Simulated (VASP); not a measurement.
A run of VASP 6.6.1 is set up as follows.

The input INCAR:

```
SYSTEM = Pt
PREC = Accurate ; ENCUT = 400
EDIFF = 1E-6 ; ISMEAR = 0
SIGMA = 0.1 ; LREAL = .FALSE.
LASPH = .TRUE. ; NELM = 120
ALGO = Normal ; ISIF = 2
LWAVE = .FALSE. ; LCHARG = .FALSE.
LDIPOL = .TRUE. ; IDIPOL = 3
DIPOL = 0.5 0.5 0.500 ; GGA = PE
NBANDS = 39 ; GGA_COMPAT = .FALSE.
NELMDL = -8
```

KPOINTS

```
regular mesh
0
G
  18 18 1
  0 0 0
```

Contents of POSCAR:

```
Pt
1.0
    2.8072933492      0.0000000000      0.0000000000
    0.0000000000      2.8072933492      0.0000000000
    0.0000000000      0.0000000000     24.9252808201
Pt
6
Direct
    0.5000000000      0.5000000000      0.3032918899
    0.0000000000      0.0000000000      0.3808697104
    0.5000000000      0.5000000000      0.4602236376
    0.0000000000      0.0000000000      0.5397763611
    0.5000000000      0.5000000000      0.6191302902
    0.0000000000      0.0000000000      0.6967081107
```

Potentials or basis: VASP PAW PBE potentials, release 64 (Pt).

The run is started by

```sh
$ cat potpaw_PBE.64/Pt/POTCAR > POTCAR
$ mpirun -np 1 vasp_std > vasp.out
```

**Question.** What does it give for the band gap on the k mesh?

**Answer.** Zero (bands 30 and 31 overlap by 1.35 eV).

**Question.** Predict the largest force.

**Answer.** 0.017 eV/Å.

Forces in eV/Å, atoms in the order of the input:
```
Pt   0.000  0.000  0.017
Pt   0.000  0.000  0.001
Pt   0.000  0.000  0.001
Pt   0.000  0.000 -0.001
Pt   0.000  0.000 -0.001
Pt   0.000  0.000 -0.017
```

Caveat: spin-orbit coupling is left out, which moves the levels of the heavy elements.
